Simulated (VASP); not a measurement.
# Hf (P6_3/mmc) in VASP: further runs, part 3 of 3

VASP 6.6.1. Earlier steps stand in the parts before.

### Step 4. Relaxation of volume and atoms at fixed shape, PBEsol

This run uses another cell than the first one, of 22.38 Å³/atom, 1.020 times its volume.

The input, INCAR:

```
SYSTEM = Hf
ALGO = Normal
EDIFF = 1E-6
EDIFFG = -0.01
ENCUT = 600
GGA = PS
IBRION = 2
ISIF = 8
ISMEAR = 0
LASPH = .TRUE.
LCHARG = .FALSE.
LREAL = .FALSE.
LWAVE = .FALSE.
NELM = 60
NSW = 80
PREC = Accurate
SIGMA = 0.05
```

The input, KPOINTS:

```
k-points
0
G
  17 17 9
  0 0 0
```

The input, POSCAR:

```
Hf
1.0
    3.1967000000      0.0000000000      0.0000000000
   -1.5983500000      2.7684200000      0.0000000000
    0.0000000000      0.0000000000      5.0578000000
Hf
2
Direct
    0.3333333333      0.6666666667      0.2500000000
    0.6666666667      0.3333333333      0.7500000000
```

Potentials or basis: VASP PAW PBE potentials, release 64 (Hf_pv).

Command:

```console
cat potpaw_PBE.64/Hf_pv/POTCAR > POTCAR
mpirun -np 1 vasp_std > vasp.out
```

OUTCAR:

```text
SYSTEM = Hf
   EDIFF = 1E-6
   EDIFFG = -0.01
   ENCUT = 600
   GGA = PS
   IBRION = 2
   ISIF = 8
   ISMEAR = 0
   LASPH = .TRUE.
   LREAL = .FALSE.
   NELM = 60
   NSW = 80
   PREC = Accurate

 ion  position               nearest neighbor table
   1  0.333  0.667  0.250-   2 3.13   2 3.13   2 3.13   2 3.13   2 3.13   2 3.13
   2  0.667  0.333  0.750-   1 3.13   1 3.13   1 3.13   1 3.13   1 3.13   1 3.13

  LATTYP: Found a hexagonal cell.
 ALAT       =     3.1967000000
 C/A-ratio  =     1.5821941377

  Lattice vectors:

 A1 = (   3.1967000000,   0.0000000000,   0.0000000000)
 A2 = (  -1.5983500000,   2.7684200000,   0.0000000000)
 A3 = (   0.0000000000,   0.0000000000,   5.0578000000)

Analysis of symmetry for initial positions (statically):
=====================================================================
 Subroutine PRICEL returns:
 Original cell was already a primitive cell.

 Routine SETGRP: Setting up the symmetry group for a
 hexagonal supercell.

 Subroutine GETGRP returns: Found 24 space group operations
 (whereof 12 operations were pure point group operations)
 out of a pool of 24 trial point group operations.

The static configuration has the point symmetry D_3d.
 The point group associated with its full space group is D_6h.

Analysis of symmetry for dynamics (positions and initial velocities):
=====================================================================
 Subroutine PRICEL returns:
 Original cell was already a primitive cell.

 Routine SETGRP: Setting up the symmetry group for a
 hexagonal supercell.

 Subroutine GETGRP returns: Found 24 space group operations
 (whereof 12 operations were pure point group operations)
 out of a pool of 24 trial point group operations.

The dynamic configuration has the point symmetry D_3d.
 The point group associated with its full space group is D_6h.

 Subroutine INISYM returns: Found 24 space group operations
 (whereof 12 operations are pure point group operations),
 and found     1 'primitive' translations

----------------------------------------------------------------------------------------

                                     Primitive cell

  volume of cell :      44.7606

  direct lattice vectors                    reciprocal lattice vectors
     3.196700000  0.000000000  0.000000000     0.312822598  0.180608434  0.000000000
    -1.598350000  2.768420000  0.000000000     0.000000000  0.361216867  0.000000000
     0.000000000  0.000000000  5.057800000     0.000000000  0.000000000  0.197714421

  length of vectors
     3.196700000  3.196697048  5.057800000     0.361216534  0.361216867  0.197714421

  position of ions in fractional coordinates (direct lattice)
     0.333333333  0.666666667  0.250000000
     0.666666667  0.333333333  0.750000000

  ion indices of the primitive-cell ions
   primitive index   ion index
                 1           1
                 2           2

----------------------------------------------------------------------------------------

 KPOINTS: k-points

Automatic generation of k-mesh.
 Grid dimensions read from file:
 generate k-points for:   17   17    9

 Generating k-lattice:

  Cartesian coordinates                     Fractional coordinates (reciprocal lattice)
[... 49 lines left out ...]
   NGXF,Y,Z  is equivalent  to a cutoff of  29.12, 29.12, 26.30 a.u.
 SYSTEM =  Hf
   PREC   = accura    normal or accurate (medium, high low for compatibility)
   ISTART =      0    job   : 0-new  1-cont  2-samecut
   ICHARG =      2    charge: 1-file 2-atom 10-const
   ISPIN  =      1    spin polarized calculation?
   LNONCOLLINEAR =      F non collinear calculations
   LSORBIT =      F    spin-orbit coupling
   LASPH  =      T    aspherical Exc in radial PAW
   ENCUT  =  600.0 eV  44.10 Ry    6.64 a.u.   6.38  6.38 10.10*2*pi/ulx,y,z
   NELM   =     60;   NELMIN=  2; NELMDL= -5     # of ELM steps
   EDIFF  = 0.1E-05   stopping-criterion for ELM
   LREAL  =      F    real-space projection
   EDIFFG = -.1E-01   stopping-criterion for IOM
   NSW    =     80    number of steps for IOM
   IBRION =      2    ionic relax: 0-MD 1-quasi-New 2-CG
   NFREE  =      1    steps in history (QN), initial steepest desc. (CG)
   ISIF   =      8    stress and relaxation
   ISYM   =      2    0-nonsym 1-usesym 2-fastsym
   POTIM  = 0.5000    time-step for ionic-motion
   TEBEG  =    0.0;   TEEND  =   0.0 temperature during run
   PSTRESS=    0.0 pullay stress
   NELECT =      20.0000    total number of electrons
   NUPDOWN=      -1.0000    fix difference up-down
   EMIN   =  10.00;   EMAX   =-10.00  energy-range for DOS
   EFERMI =   0.00;   METHOD = LEGACY
   ISMEAR =     0;   SIGMA  =   0.05  broadening in eV -4-tet -1-fermi 0-gaus
   EFERMI_NEDOS =   21; number of points for ismear=-14 and -15
   IALGO  =     38    algorithm
   IMIX   =      4    mixing-type and parameters
     AMIX     =   0.40;   BMIX     =  1.00
     AMIX_MAG =   1.60;   BMIX_MAG =  1.00
  volume/ion in A,a.u.               =      22.38       151.03
  Fermi-wavevector in a.u.,A,eV,Ry     =   1.251564  2.365113 21.312328  1.566412
  Thomas-Fermi vector in A             =   2.385505
   LORBIT       =      0    0 simple, 1 ext, 2 COOP (PROOUT), +10 PAW based schemes
   GGA     = PS    functional components
   LHFCALC =     F    Hartree Fock is set to
   AEXX    =    0.0000 exact exchange contribution
   IVDW    =     0    specifies the selected vdW correction
   LEPSILON=     F    determine dielectric tensor
   LRPA    =     F    only Hartree local field effects (RPA)
 conjugate gradient relaxation of ions
 non-spin polarized calculation
 Gauss-broadening in eV      SIGMA  =   0.05
  energy-cutoff  :      600.00
  volume of cell :       44.76
 maximum number of plane-waves:      1520
 NGX is ok and might be reduce to    28
   NGX = 13   NGY = 13   NGZ = 21

--------------------------------------- Ionic step        1  -------------------------------------------

 number of electron      20.0000001 magnetization

 Free energy of the ion-electron system (eV)
  ---------------------------------------------------
  ext. energy  EPLUGINS =         0.00000000
  ---------------------------------------------------
  free energy    TOTEN  =       -20.98675355 eV

  energy without entropy =      -20.98528883  energy(sigma->0) =      -20.98602119

------------------------ aborting loop because EDIFF is reached ----------------------------------------

  FORCE on cell =-STRESS in cart. coord.  units (eV):
  Direction    XX          YY          ZZ          XY          YZ          ZX
  --------------------------------------------------------------------------------------
  -------------------------------------------------------------------------------------
  Total       -1.1350574     -1.1350546     -1.1858684      0.0000000      0.0000000      0.0000000
  in kB      -40.6286969    -40.6285969    -42.4474466      0.0000000      0.0000000      0.0000000
  external PRESSURE =     -41.2349135 kB  Pullay stress =       0.0000000 kB
[... 59 lines left out ...]
--------------------------------------- Ionic step        3  -------------------------------------------

 number of electron      19.9999998 magnetization

 Free energy of the ion-electron system (eV)
  ---------------------------------------------------
  ext. energy  EPLUGINS =         0.00000000
  ---------------------------------------------------
  free energy    TOTEN  =       -21.00906328 eV

  energy without entropy =      -21.00726636  energy(sigma->0) =      -21.00816482

 E-fermi :   5.0297     XC(G=0): -11.5642

 val. band max:        5.0279456614   @ k =   0.1176   0.0588   0.0000
 cond. band min:       5.0328650335   @ k =   0.1176  -0.0000   0.1111
 fundamental gap:      0.0049193721
 Fermi energy:         5.0297055585

 k-point     1 :       0.0000    0.0000    0.0000
  band No.  band energies     occupation
      1     -25.9875      2.00000
      2     -25.1401      2.00000
      3     -25.1400      2.00000
      4     -24.9977      2.00000
      5     -24.9951      2.00000
      6     -24.9951      2.00000
      7      -2.4947      2.00000
      8       1.1862      2.00000
      9       5.8282      0.00000
     10       6.1955      0.00000
     11       6.1955      0.00000
     12       6.4872      0.00000
     13       7.0581      0.00000
     14       7.0582      0.00000
[... 377 lines left out ...]
      1     -25.7478      2.00000
      2     -25.4972      2.00000
      3     -25.4929      2.00000
      4     -25.2557      2.00000
      5     -25.1248      2.00000
      6     -25.1189      2.00000
      7       0.0580      2.00000
      8       3.2172      2.00000
      9       3.5700      2.00000
     10       3.8372      2.00000
     11       5.6979      0.00000
     12       5.7135      0.00000
     13       6.7181      0.00000
     14       8.2696      0.00000

 [... further k-points ...]
[... 5 lines left out ...]
  --------------------------------------------------------------------------------------
  -------------------------------------------------------------------------------------
  Total       -0.0032016     -0.0032016     -0.0258263     -0.0000000      0.0000000     -0.0000000
  in kB       -0.1190355     -0.1190352     -0.9602146     -0.0000000      0.0000000     -0.0000000
  external PRESSURE =      -0.3994284 kB  Pullay stress =       0.0000000 kB
[... 17 lines left out ...]
  FREE ENERGIE OF THE ION-ELECTRON SYSTEM (eV)
  ---------------------------------------------------
  free  energy   TOTEN  =       -21.0090632789 eV

  energy  without entropy=      -21.0072663593  energy(sigma->0) =      -21.00816482

 reached required accuracy - stopping structural energy minimisation
```

OSZICAR:

```text
N       E                     dE             d eps       ncg     rms          rms(c)
DAV:   1     0.499327265734E+02    0.49933E+02   -0.12589E+04  4628   0.151E+03
[... 23 lines left out ...]
DAV:   2    -0.210554786763E+02    0.13343E+00   -0.28043E-01  4746   0.446E+00    0.140E+00
DAV:   3    -0.210147716037E+02    0.40707E-01   -0.73496E-02  4758   0.209E+00    0.627E-01
DAV:   4    -0.210094148973E+02    0.53567E-02   -0.12328E-02  5142   0.887E-01    0.507E-01
DAV:   5    -0.210090622582E+02    0.35264E-03   -0.95492E-04  5832   0.191E-01    0.104E-01
DAV:   6    -0.210090645850E+02   -0.23268E-05   -0.38110E-05  5794   0.450E-02    0.458E-02
DAV:   7    -0.210090633166E+02    0.12684E-05   -0.15214E-06  4978   0.948E-03    0.752E-03
DAV:   8    -0.210090632789E+02    0.37648E-07   -0.43894E-08  2922   0.152E-03
   3 F= -.21009063E+02 E0= -.21008165E+02  d E =-.223097E-01
```

Run time: 4.1 min. Hardware: 1 thread of Intel Xeon Platinum 8488C (Sapphire Rapids), shared host; peak memory 0.27 GiB.

What came out:

```yaml
Free_energy: -21.0091 eV
Relaxed_volume: 21.55 Å³/atom
Relaxed_cell: a = 3.156 Å, b = 3.156 Å, c = 4.994 Å, α = 90.00°, β = 90.00°, γ = 120.00°
Space_group_after_relaxing_to_0.05_Å: P6_3/mmc (No. 194)
Energy_gained_by_relaxing: 11.2 meV/atom
Ionic_steps: 3
Pressure_after_relaxing: 0.0 GPa
Band_gap_on_the_k_mesh: zero (band 10 reaches 6.20 eV, above the bottom of band 11 at 4.70 eV)
```

The path:
```tsv
step	energy change (eV)	largest force (eV/Å)	pressure (GPa)	volume (Å³)
1	0.0000	0.0000	-4.12	44.76
2	0.0113	0.0000	5.73	41.13
3	-0.0223	0.0000	-0.04	43.09
```

Final structure:
```
CELL_PARAMETERS angstrom
3.15649 0.00000 0.00000
-1.57825 2.73360 0.00000
0.00000 0.00000 4.99419
ATOMIC_POSITIONS crystal
Hf 0.33333 0.66667 0.25000
Hf 0.66667 0.33333 0.75000
```

Caveat: the PAW data sets were made with another functional, which shifts forces and pressure a little; spin-orbit coupling is left out, which moves the levels of the heavy elements.

### Step 5. Summary

```tsv
task	cell	k mesh	cutoff (eV)	gap on the mesh (eV)	pressure (GPa)
single point	a = 3.175, b = 3.175, c = 5.024 Å, angles 90.0, 90.0, 120.0°, 2 atoms	17 × 17 × 9	520	none	-2.0
single point	a = 3.144, b = 3.144, c = 4.974 Å, angles 90.0, 90.0, 120.0°, 2 atoms	17 × 17 × 10	520	none	1.3
relaxation of volume and atoms at fixed shape	relaxed from a = 3.197, b = 3.197, c = 5.058 Å, angles 90.0, 90.0, 120.0°, 2 atoms	17 × 17 × 9	600	none	0.0
```

Alike in all rows: level PBEsol; potentials or basis VASP PAW PBE potentials, release 64 (Hf_pv); no spin polarisation; smearing gaussian 0.05 eV.

Caveats: the PAW data sets were made with another functional, which shifts forces and pressure a little; spin-orbit coupling is left out, which moves the levels of the heavy elements.

Total energies depend on the potentials used, so only differences within one code and one set of settings carry meaning.
